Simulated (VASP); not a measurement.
Here is a VASP 6.6.1 calculation.

The input INCAR:

```
ALGO     = Normal         # electronic algorithm
EDIFF    = 1E-6           # SCF threshold, eV
ENCUT    = 520            # plane-wave cutoff, eV
ISIF     = 2              # what is computed and relaxed
ISMEAR   = -1             # smearing method
LASPH    = T              # aspherical terms in the spheres
LCHARG   = F              # write CHGCAR
LREAL    = F              # projectors in reciprocal space
LWAVE    = F              # write WAVECAR
NBANDS   = 21             # bands
NELM     = 100            # most SCF steps
PREC     = Accurate       # precision mode
SIGMA    = 0.1            # smearing width, eV
```

KPOINTS

```
k-points
0
Gamma
  13 13 13
```

POSCAR

```
Ge
1.0
   -2.5332725332      2.5332725332      1.3963358292
    2.5332725332     -2.5332725332      1.3963358292
    2.5332725332      2.5332725332     -1.3963358292
Ge
2
Direct
    0.2500000000      0.7500000000      0.5000000000
    0.5000000000      0.5000000000      0.0000000000
```

Potentials or basis: VASP PAW LDA potentials, release 64 (Ge_d).

Run with:

```sh
$ cat potpaw_LDA.64/Ge_d/POTCAR > POTCAR
$ mpirun -np 1 vasp_std > vasp.out
```

Problem. What does it give for the pressure?

Solution. 0.0 GPa.

Problem. Estimate the band gap on the k mesh.

Solution. Zero (bands 14 and 15 overlap by 5.37 eV).
